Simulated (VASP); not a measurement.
Crystal: Ni.

```xyz
2
Lattice="0.0000 3.5170 3.5170 1.7585 0.0000 1.7585 1.7585 1.7585 0.0000" Properties=species:S:1:pos:R:3 pbc="T T T"
Ni    0.0000    0.0000    0.0000
Ni    0.0000    1.7585    1.7585
```

Base run:

```yaml
Program: VASP 6.6.1
Functional: r2SCAN
Potentials_or_basis: VASP PAW PBE potentials, release 64 (Ni)
Cutoff: 520 eV
k_mesh: 6 × 12 × 12
Occupations: gaussian, width 0.1 eV
Spin: collinear spin, antiferromagnetic start
Starting_moments: "[0.8, -0.8] μB"
```

Its results: pressure -7.1 GPa; net moment 0.00 μB per cell; site moments Ni +0.48, -0.48 μB.

Problem. The run is repeated on the same cell with these changes: spin from collinear spin, antiferromagnetic start to collinear spin, ferromagnetic start; moments at the start from [0.8, -0.8] to [2.0, 2.0]. What comes out?

Solution. Pressure -6.5 GPa; net moment 1.46 μB per cell; site moments Ni +0.75 μB.

Caveats: the cell stands under tension; the PAW data sets were made with another functional, which shifts forces and pressure a little; the antiferromagnetic order is the one typed at the start, and another may lie lower (at least some runs).
